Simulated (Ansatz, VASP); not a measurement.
Two plane-wave programs on Al2O3

```
Al O
1.0
     2.38025    1.37424    4.33187
    -2.38025    1.37424    4.33187
     0.00000   -2.74848    4.33187
Al O
4 6
Direct
  0.35216 0.35216 0.35216
  0.14784 0.14784 0.14784
  0.64784 0.64784 0.64784
  0.85216 0.85216 0.85216
  0.55668 0.94332 0.25000
  0.25000 0.55668 0.94332
  0.94332 0.25000 0.55668
  0.44332 0.05668 0.75000
  0.75000 0.44332 0.05668
  0.05668 0.75000 0.44332
```

Alike in both runs: task relaxation of cell and atoms; functional r2SCAN; k mesh 6 × 6 × 6; occupations fermi-dirac, width 0.02 eV; no spin polarisation.

|  | VASP | Ansatz |
| --- | --- | --- |
| version | VASP 6.6.1 | Ansatz 0.2.0 |
| potentials or method | VASP PAW PBE potentials, release 64 (Al, O), cutoff 600 eV | PAW plane waves |
| valence electrons in the cell | 48 | 48 |

```csv
,VASP,Ansatz,Ansatz less VASP
"gap on the k mesh at the Fermi level, each at its own relaxed structure (eV)",7.20,7.15,-0.050
relaxed volume (Å³/atom),8.47,8.49,+0.021
relaxed length of the cell vector where the two differ most in proportion (Å),5.123,5.129,+0.0053
```

VASP's potentials were made for PBE, not for r2SCAN.
